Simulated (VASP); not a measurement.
# Li7Br8 (a cell with a defect) in VASP: notebook

Runs on Li7Br8 (a cell with a defect). Level: PBE+D3(BJ). Tasks: single point.

Everything below comes from runs of VASP 6.6.1. Logs are shortened: lines on timing, memory, paths and dates and some standing lists are left out, and cuts for length are marked.

**1. The cell of the first run**

The cell holds a defect, 15 atoms: a = 7.858 Å, b = 7.858 Å, c = 7.858 Å, α = 60.00°, β = 60.00°, γ = 60.00°.

**2. Single point, PBE+D3(BJ)**

File INCAR:

```
SYSTEM = Li7Br8
  PREC = Accurate
  ENCUT = 520
  EDIFF = 1E-7
  ISMEAR = -1
  SIGMA = 0.05
  LREAL = Auto
  LASPH = .True.
  NELM = 100
  ALGO = Normal
  ISIF = 2
  LWAVE = .False.
  LCHARG = .False.
  GGA = PE
  IVDW = 12
  NBANDS = 52
  NELECT = 78.0
```

File KPOINTS:

```
Automatic mesh
0
Gamma
  2 2 2
  0 0 0
```

File POSCAR:

```
Li7Br8
1.0
    0.0000000000      5.5563130000      5.5563130000
    5.5563130000      0.0000000000      5.5563130000
    5.5563130000      5.5563130000      0.0000000000
Li Br
7 8
Direct
   -0.0287690776      0.0013768123      0.0273832666
   -0.0144610284      0.0336104176      0.4718146728
    0.0089717768      0.5107073702     -0.0507260840
   -0.0255745132      0.4842599760      0.5230986807
    0.4346407411      0.0828607028     -0.0285081132
    0.5160616402     -0.1169480553      0.5145858414
    0.4734614483      0.4790046925      0.0427621698
    0.2527485403      0.2627551760      0.2842442461
    0.2518306654      0.2846761872      0.7322931592
    0.1967491752      0.7880225610      0.2404652150
    0.2603615023      0.7222145333      0.7587495521
    0.7227814560      0.2776121504      0.2969415150
    0.7822363499      0.2265801081      0.7336969678
    0.7935568065      0.7388442660      0.2304495805
    0.6802082604      0.7622410761      0.7628889877
```

Potentials or basis: VASP PAW PBE potentials, release 64 (Li_sv, Br).

Command:

```bash
> cat potpaw_PBE.64/Li_sv/POTCAR potpaw_PBE.64/Br/POTCAR > POTCAR
> mpirun -np 1 vasp_std > vasp.out
```

OUTCAR:

```text
SYSTEM = Li7Br8
   PREC = Accurate
   ENCUT = 520
   EDIFF = 1E-7
   ISMEAR = -1
   LREAL = Auto
   LASPH = .True.
   NELM = 100
   ISIF = 2
   GGA = PE
   IVDW = 12
   NELECT = 78.0
 IVDW          = 12

 ion  position               nearest neighbor table
   1  0.971  0.001  0.027-  10 2.44  14 2.47
   2  0.986  0.034  0.472-  12 2.46  13 2.55  10 2.66
   3  0.009  0.511  0.949-   9 2.47  11 2.60
   4  0.974  0.484  0.523-  13 2.52   8 2.59  14 2.67
   5  0.435  0.083  0.971-   9 2.36
   6  0.516  0.883  0.515-  11 2.36  15 2.41  14 2.49
   7  0.473  0.479  0.043-   8 2.43
   8  0.253  0.263  0.284-   7 2.43   4 2.59
   9  0.252  0.285  0.732-   5 2.36   3 2.47
  10  0.197  0.788  0.240-   1 2.44   2 2.66
  11  0.260  0.722  0.759-   6 2.36   3 2.60
  12  0.723  0.278  0.297-   2 2.46
  13  0.782  0.227  0.734-   4 2.52   2 2.55
  14  0.794  0.739  0.230-   1 2.47   6 2.49   4 2.67
  15  0.680  0.762  0.763-   6 2.41

  LATTYP: Found a face centered cubic cell.
 ALAT       =    11.1126260000

  Lattice vectors:

 A1 = (   0.0000000000,   5.5563130000,   5.5563130000)
 A2 = (   5.5563130000,   0.0000000000,   5.5563130000)
 A3 = (   5.5563130000,   5.5563130000,   0.0000000000)

Analysis of symmetry for initial positions (statically):
=====================================================================
 Subroutine PRICEL returns:
 Original cell was already a primitive cell.

 Routine SETGRP: Setting up the symmetry group for a
 face centered cubic supercell.

 Subroutine GETGRP returns: Found  1 space group operations
 (whereof  1 operations were pure point group operations)
 out of a pool of 48 trial point group operations.

The static configuration has the point symmetry C_1 .

Analysis of symmetry for dynamics (positions and initial velocities):
=====================================================================
 Subroutine PRICEL returns:
 Original cell was already a primitive cell.

 Routine SETGRP: Setting up the symmetry group for a
 face centered cubic supercell.

 Subroutine GETGRP returns: Found  1 space group operations
 (whereof  1 operations were pure point group operations)
 out of a pool of 48 trial point group operations.

[... 120 lines left out ...]
   NELECT =      78.0000    total number of electrons
   NUPDOWN=      -1.0000    fix difference up-down
   EMIN   =  10.00;   EMAX   =-10.00  energy-range for DOS
   EFERMI =   0.00;   METHOD = LEGACY
   ISMEAR =    -1;   SIGMA  =   0.05  broadening in eV -4-tet -1-fermi 0-gaus
   EFERMI_NEDOS =   21; number of points for ismear=-14 and -15
   IALGO  =     38    algorithm
   IMIX   =      4    mixing-type and parameters
     AMIX     =   0.40;   BMIX     =  1.00
     AMIX_MAG =   1.60;   BMIX_MAG =  1.00
  volume/ion in A,a.u.               =      22.87       154.35
  Fermi-wavevector in a.u.,A,eV,Ry     =   0.999178  1.888173 13.583476  0.998357
  Thomas-Fermi vector in A             =   2.131451
   LORBIT       =      0    0 simple, 1 ext, 2 COOP (PROOUT), +10 PAW based schemes
   GGA     = PE    functional components
   LHFCALC =     F    Hartree Fock is set to
   AEXX    =    0.0000 exact exchange contribution
   IVDW    =    12    specifies the selected vdW correction
   LEPSILON=     F    determine dielectric tensor
   LRPA    =     F    only Hartree local field effects (RPA)
 non-spin polarized calculation
  energy-cutoff  :      520.00
  volume of cell :      343.08
 maximum number of plane-waves:      9272
 NGX is ok and might be reduce to    60
   NGX = 29   NGY = 29   NGZ = 29

 number of electron      78.0000012 magnetization

 Free energy of the ion-electron system (eV)
  ---------------------------------------------------
  ext. energy  EPLUGINS =         0.00000000
  ---------------------------------------------------
  free energy    TOTEN  =       -46.15654510 eV

  energy without entropy =      -46.15654510  energy(sigma->0) =      -46.15654510

 E-fermi :   1.4685     XC(G=0):  -8.1744

 val. band max:        0.2123346467   @ k =   0.0000   0.0000   0.0000
 cond. band min:       4.5486691523   @ k =   0.0000   0.0000   0.0000
 fundamental gap:      4.3363345056
 Fermi energy:         1.4685001625

 k-point     1 :       0.0000    0.0000    0.0000
  band No.  band energies     occupation
      1     -45.0729      2.00000
      2     -44.8167      2.00000
      3     -44.7965      2.00000
      4     -44.6812      2.00000
      5     -44.6502      2.00000
      6     -44.4504      2.00000
[... 421 lines left out ...]
     50       7.8144      0.00000
     51       8.0937      0.00000
 [bands above 51 left out]

------------------------ aborting loop because EDIFF is reached ----------------------------------------

 Edisp (eV)   -3.33709

 E8    (eV) :    -1.3544

  FORCE on cell =-STRESS in cart. coord.  units (eV):
  Direction    XX          YY          ZZ          XY          YZ          ZX
  --------------------------------------------------------------------------------------
  -------------------------------------------------------------------------------------
  Total       3.72917     5.72466     5.93711     0.08663     1.31231     0.07712
  in kB      17.41539    26.73436    27.72654     0.40457     6.12855     0.36013
  external pressure =       23.96 kB  Pullay stress =        0.00 kB

 VOLUME and BASIS-vectors are now :
 -----------------------------------------------------------------------------
  energy-cutoff  :      520.00
  volume of cell :      343.08
      direct lattice vectors                 reciprocal lattice vectors
     0.000000000  5.556313000  5.556313000    -0.089987731  0.089987731  0.089987731
     5.556313000  0.000000000  5.556313000     0.089987731 -0.089987731  0.089987731
     5.556313000  5.556313000  0.000000000     0.089987731  0.089987731 -0.089987731

 POSITION                                       TOTAL-FORCE (eV/Angst)
 -----------------------------------------------------------------------------------
      0.15980      5.54861      5.40411        -0.005260     -0.211439      0.193097
      2.80830      8.09751      5.66271        -0.124735      0.077004     -0.056490
      8.11211      5.32431      2.88750         0.322478     -0.060580     -0.158670
      5.59720      8.32071      8.10491         0.115628     -0.044771      0.217009
      5.85831      7.81291      2.87540        -0.152073      0.433684     -0.082020
      7.76571      5.72660      7.77391        -0.010336     -0.309247      0.345241
      2.89910      2.86830      5.29220         0.152053      0.017774      0.447615
      3.03930      2.98370      2.86430        -0.824228     -0.009113     -0.326182
      5.65060      5.46810      2.98100         0.228835     -0.330225     -0.529061
      5.71460      2.42930      5.47170         0.240988      0.565125      0.496708
      8.22870      5.66250      5.45950         0.204918     -0.291539     -0.357848
      3.19240      5.66590      5.55850        -0.791506     -0.583460      0.296084
      5.33560      8.42300      5.60530         0.581645      0.396340     -0.379837
      5.38570      5.68970      8.51450         0.162894     -0.451928     -0.406000
      8.47410      8.01830      8.01470        -0.101300      0.802373      0.300355
 -----------------------------------------------------------------------------------
    total drift:                                0.009046     -0.001797      0.001584

  FREE ENERGIE OF THE ION-ELECTRON SYSTEM (eV)
  ---------------------------------------------------
  free  energy   TOTEN  =       -49.4936367927 eV

  energy  without entropy=      -49.4936367926  energy(sigma->0) =      -49.49363679
```

stdout:

```text
POSCAR found type information on POSCAR LiBr
 POSCAR found :  2 types and      15 ions
 scaLAPACK will be used
 LDA part: xc-table for (Slater+PW92), standard interpolation
 POSCAR, INCAR and KPOINTS ok, starting setup
 FFT: planning ... GRIDC
 FFT: planning ... GRID_SOFT
 FFT: planning ... GRID
 WAVECAR not read
 entering main loop
 the old and the new charge density differ
 old charge density:    77.00000 new   78.00000
    0.623E+00
```

Wall time 3.5 min (1 thread of AMD EPYC 9R45 (Zen 5), shared host); peak memory 0.46 GiB.

Results:

| Item | Value |
| --- | --- |
| Free energy | -49.4936 eV |
| Largest force | 1.027 eV/Å |
| Dispersion energy per atom | -0.222 eV |

Forces in eV/Å, atoms in the order of the input:
```
Li  -0.005 -0.211  0.193
Li  -0.125  0.077 -0.056
Li   0.322 -0.061 -0.159
Li   0.116 -0.045  0.217
Li  -0.152  0.434 -0.082
Li  -0.010 -0.309  0.345
Li   0.152  0.018  0.448
Br  -0.824 -0.009 -0.326
Br   0.229 -0.330 -0.529
Br   0.241  0.565  0.497
Br   0.205 -0.292 -0.358
Br  -0.792 -0.583  0.296
Br   0.582  0.396 -0.380
Br   0.163 -0.452 -0.406
Br  -0.101  0.802  0.300
```

Caveat: the k points lie up to 0.49 Å⁻¹ apart; the cell carries a net charge on a neutralising background, which shifts energy and pressure; the cell is charged against a uniform background, so pressure and absolute levels hang on convention; the cutoff is under 1.25 times the usual one of these potentials, so pressure, stress and relaxed cells hold a basis-set (Pulay) error.

**3. Single point, PBE+D3(BJ)**

File INCAR:

```
SYSTEM = Li7Br8
ALGO     = Normal         ! electronic algorithm
EDIFF    = 1E-6           ! SCF threshold, eV
ENCUT    = 520            ! plane-wave cutoff, eV
GGA      = PE             ! functional
ISIF     = 2              ! what is computed and relaxed
ISMEAR   = -1             ! smearing method
IVDW     = 12             ! dispersion correction
LASPH    = .True.         ! aspherical terms in the spheres
LCHARG   = .False.        ! write CHGCAR
LREAL    = Auto         
LWAVE    = .False.        ! write WAVECAR
NBANDS   = 52             ! bands
NELECT   = 78.0         
NELM     = 100            ! most SCF steps
PREC     = Accurate       ! precision mode
SIGMA    = 0.05           ! smearing width, eV
```

File KPOINTS:

```
k-points
0
Gamma
  2 2 2
  0 0 0
```

File POSCAR:

```
Li7Br8
1.0
    0.0000000000      5.5563130000      5.5563130000
    5.5563130000      0.0000000000      5.5563130000
    5.5563130000      5.5563130000      0.0000000000
Li Br
7 8
Direct
    0.0250075905      0.0091517523      0.0345102949
   -0.0108885155     -0.0159458259      0.5289298857
    0.0457227662      0.4707348200      0.0260694457
    0.0547575344      0.4831351294      0.4736324250
    0.5046062020      0.0801160770     -0.0175566063
    0.5180053751     -0.0749777775      0.4927728154
    0.5190852279      0.5670846837     -0.0302358776
    0.2351559388      0.2007446305      0.3277173190
    0.2480691782      0.3025117555      0.7557619594
    0.2054239925      0.7972193071      0.2511917525
    0.1947604464      0.7769090762      0.7828842616
    0.7341019125      0.2926580990      0.2343640468
    0.7435326268      0.2918842045      0.8031404998
    0.7580566466      0.7536832428      0.2239794626
    0.6774906309      0.8546584759      0.7182190780
```

Potentials or basis: VASP PAW PBE potentials, release 64 (Li_sv, Br).

Command:

```bash
> cat potpaw_PBE.64/Li_sv/POTCAR potpaw_PBE.64/Br/POTCAR > POTCAR
> mpirun -np 1 vasp_std > vasp.out
```

OUTCAR:

```text
SYSTEM = Li7Br8
   EDIFF = 1E-6
   ENCUT = 520
   GGA = PE
   ISIF = 2
   ISMEAR = -1
   IVDW = 12
   LASPH = .True.
   LREAL = Auto
   NELECT = 78.0
   NELM = 100
   PREC = Accurate
 IVDW          = 12

 ion  position               nearest neighbor table
   1  0.025  0.009  0.035-  10 2.21
   2  0.989  0.984  0.529-  15 2.56  11 2.57   8 2.58  10 2.61
[... 660 lines left out ...]
 VOLUME and BASIS-vectors are now :
 -----------------------------------------------------------------------------
  energy-cutoff  :      520.00
  volume of cell :      343.08
      direct lattice vectors                 reciprocal lattice vectors
     0.000000000  5.556313000  5.556313000    -0.089987731  0.089987731  0.089987731
     5.556313000  0.000000000  5.556313000     0.089987731 -0.089987731  0.089987731
     5.556313000  5.556313000  0.000000000     0.089987731  0.089987731 -0.089987731

 POSITION                                       TOTAL-FORCE (eV/Angst)
 -----------------------------------------------------------------------------------
      0.24260      0.33070      0.18980         0.127479     -1.387201      0.066436
      8.40661      8.43471     10.96353         0.049404     -0.170103      0.007239
      2.76040      0.39890      2.86960         0.173382     -0.168852     -0.254259
      5.31610      2.93590      2.98870         0.385359      0.045664     -0.050802
      5.90391      8.26251      3.24890        -0.181772      0.001769     -0.029873
      7.87771      5.61620      8.01791        -0.066735     -0.312778     -0.060962
      8.53921      8.27251      6.03510         0.096244      0.222926     -0.017951
      2.93630      3.12750      2.42200        -0.162493     -0.505723      0.497406
      5.88010      5.57760      3.05920         0.140640     -0.062693     -0.275079
      5.82530      2.53710      5.57100        -0.306769      1.212356     -0.218341
      8.66670      5.43210      5.39890        -0.103616      0.434816      0.247383
      2.92830      5.38110      5.70500         0.125168      0.312661      0.164538
      6.08430      8.59380      5.75310        -0.506921     -0.461939      0.048090
      5.43220      5.45650      8.39970         0.274547      0.095184     -0.079507
      8.73940      7.75500      8.51310        -0.043916      0.743915     -0.044319
 -----------------------------------------------------------------------------------
    total drift:                               -0.012433     -0.001210      0.006893

  FREE ENERGIE OF THE ION-ELECTRON SYSTEM (eV)
  ---------------------------------------------------
  free  energy   TOTEN  =       -49.5424308684 eV

  energy  without entropy=      -49.5424308684  energy(sigma->0) =      -49.54243087
```

stdout:

```text
POSCAR found type information on POSCAR LiBr
 POSCAR found :  2 types and      15 ions
 scaLAPACK will be used
 LDA part: xc-table for (Slater+PW92), standard interpolation
 POSCAR, INCAR and KPOINTS ok, starting setup
 FFT: planning ... GRIDC
 FFT: planning ... GRID_SOFT
 FFT: planning ... GRID
 WAVECAR not read
 entering main loop
 the old and the new charge density differ
 old charge density:    77.00000 new   78.00000
    0.611E+00
```

It took 2.9 min on 1 thread of AMD EPYC 9R45 (Zen 5), shared host; peak memory 0.46 GiB.

Results:

* Free energy: -49.5424 eV
* Largest force: 1.395 eV/Å
* Dispersion energy per atom: -0.222 eV

Forces on the atoms (eV/Å):
```
Li   0.127 -1.387  0.066
Li   0.049 -0.170  0.007
Li   0.173 -0.169 -0.254
Li   0.385  0.046 -0.051
Li  -0.182  0.002 -0.030
Li  -0.067 -0.313 -0.061
Li   0.096  0.223 -0.018
Br  -0.162 -0.506  0.497
Br   0.141 -0.063 -0.275
Br  -0.307  1.212 -0.218
Br  -0.104  0.435  0.247
Br   0.125  0.313  0.165
Br  -0.507 -0.462  0.048
Br   0.275  0.095 -0.080
Br  -0.044  0.744 -0.044
```

Levels at points of the mesh, in eV from the Fermi level:
```tsv
k point	band 36	band 37	band 38	band 39	band 40	band 41	band 42	band 43
(0.00, 0.00, 0.00)	-1.73	-1.69	-1.56	-1.25	2.81	3.56	3.91	3.97
(0.50, 0.00, 0.00)	-2.06	-1.90	-1.61	-1.31	3.72	4.07	4.43	4.67
(0.00, 0.50, 0.00)	-2.15	-1.85	-1.68	-1.29	3.88	3.93	4.47	4.83
(0.00, 0.00, 0.50)	-1.93	-1.87	-1.70	-1.42	3.78	3.98	4.49	4.67
(0.50, 0.50, 0.50)	-1.96	-1.78	-1.76	-1.37	3.65	4.00	4.38	4.57
(0.50, 0.50, 0.00)	-2.12	-1.92	-1.88	-1.34	4.51	4.58	4.60	4.71
(0.00, 0.50, 0.50)	-2.03	-1.98	-1.81	-1.43	4.12	4.55	4.74	4.81
(0.50, 0.00, 0.50)	-2.04	-1.94	-1.69	-1.40	4.46	4.69	4.78	5.13
```

Caveat: the k points lie up to 0.49 Å⁻¹ apart; the cell carries a net charge on a neutralising background, which shifts energy and pressure; the cell is charged against a uniform background, so pressure and absolute levels hang on convention; the cutoff is under 1.25 times the usual one of these potentials, so pressure, stress and relaxed cells hold a basis-set (Pulay) error.

[end of part 1 of 2]
